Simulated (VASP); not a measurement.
Write the native input for VASP 6.6.1 that does the following.

```
Task                   : single point
Functional             : PBE
Potentials or basis    : VASP PAW PBE potentials, release 64 (Pb_d, O)
Cutoff                 : 520 eV
k mesh                 : 6 × 6 × 6
Occupations            : gaussian, width 0.01 eV
Spin                   : no spin polarisation
Dipole correction      : no
Further INCAR settings : ALGO = Normal; EDIFF = 1e-07; NBANDS = 17
```

The structure of PbO lies in POSCAR:

```
PbO
1.0
    0.0000000000      2.7739356585      2.7739356585
    2.7739356585      0.0000000000      2.7739356585
    2.7739356585      2.7739356585      0.0000000000
Pb O
1 1
Direct
    0.0000000000      0.0000000000      0.0000000000
    0.2500000000      0.2500000000      0.2500000000
```

This cell differs from its parent crystal: volume changed by -6%.

These files were run (other wordings do the same):

INCAR

```
PREC = Accurate ; ENCUT = 520
EDIFF = 1E-7 ; ISMEAR = 0
SIGMA = 0.01 ; LREAL = F
LASPH = T ; NELM = 80
ALGO = Normal ; ISIF = 2
LWAVE = F ; LCHARG = F
GGA = PE ; NBANDS = 17
```

KPOINTS

```
regular mesh
0
Gamma
  6 6 6
```

Potentials or basis: VASP PAW PBE potentials, release 64 (Pb_d, O).

Run with:

```console
$ cat potpaw_PBE.64/Pb_d/POTCAR potpaw_PBE.64/O/POTCAR > POTCAR
$ mpirun -np 1 vasp_std > vasp.out
```

Results of the run:

```
Pressure               : 4.4 GPa
Band gap on the k mesh : 0.39 eV, indirect (least direct gap 0.53 eV)
```

Caveat: spin-orbit coupling is left out, which moves the levels of the heavy elements.

Wall time 15 s on 1 thread of Intel(R) Xeon(R) Platinum 8488C (Sapphire Rapids), with other jobs on the host, peak memory 0.17 GiB.
